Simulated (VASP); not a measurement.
Wanted: the native input for a VASP 6.6.1 run.

```yaml
Task: single point
Functional: PBE
Potentials_or_basis: VASP PAW PBE potentials, release 64 (Sn_d, Sr_sv, N)
Cutoff: 520 eV
k_mesh: 10 × 10 × 10
Occupations: fermi-dirac, width 0.05 eV
Spin: no spin polarisation
Dipole_correction: no
Further_INCAR_settings: ALGO = Normal; EDIFF = 1e-06; NBANDS = 30
```

The structure of Sr2SnN2 lies in POSCAR:

```
Sr2SnN2
1.0
   -1.9400954051      1.9400954051      6.9398462048
    1.9400954051     -1.9400954051      6.9398462048
    1.9400954051      1.9400954051     -6.9398462048
Sn Sr N
1 2 2
Direct
    0.5000000000      0.5000000000      0.0000000000
    0.8398615000      0.8398615000      0.0000000000
    0.1601385000      0.1601385000      0.0000000000
    0.3475330000      0.3475330000      0.0000000000
    0.6524670000      0.6524670000      0.0000000000
```

These files were run (other wordings do the same):

INCAR

```
PREC = Accurate
ENCUT = 520
EDIFF = 1E-6
ISMEAR = -1
SIGMA = 0.05
LREAL = False
LASPH = True
NELM = 60
ALGO = Normal
ISIF = 2
LWAVE = False
LCHARG = False
GGA = PE
NBANDS = 30
```

KPOINTS

```
Automatic mesh
0
Gamma
  10 10 10
```

Potentials or basis: VASP PAW PBE potentials, release 64 (Sn_d, Sr_sv, N).

Run with:

```bash
$ cat potpaw_PBE.64/Sn_d/POTCAR potpaw_PBE.64/Sr_sv/POTCAR potpaw_PBE.64/N/POTCAR > POTCAR
$ mpirun -np 1 vasp_std > vasp.out
```

Results of the run:

The pressure is -1.8 GPa and the largest force is 0.110 eV/Å. The band gap on the k mesh is zero (bands 22 and 23 overlap by 0.20 eV).

Caveat: spin-orbit coupling is left out, which moves the levels of the heavy elements.

Run time: 18 min on 1 thread of Intel Xeon 8259CL, with other jobs on the host, peak memory 0.61 GiB.
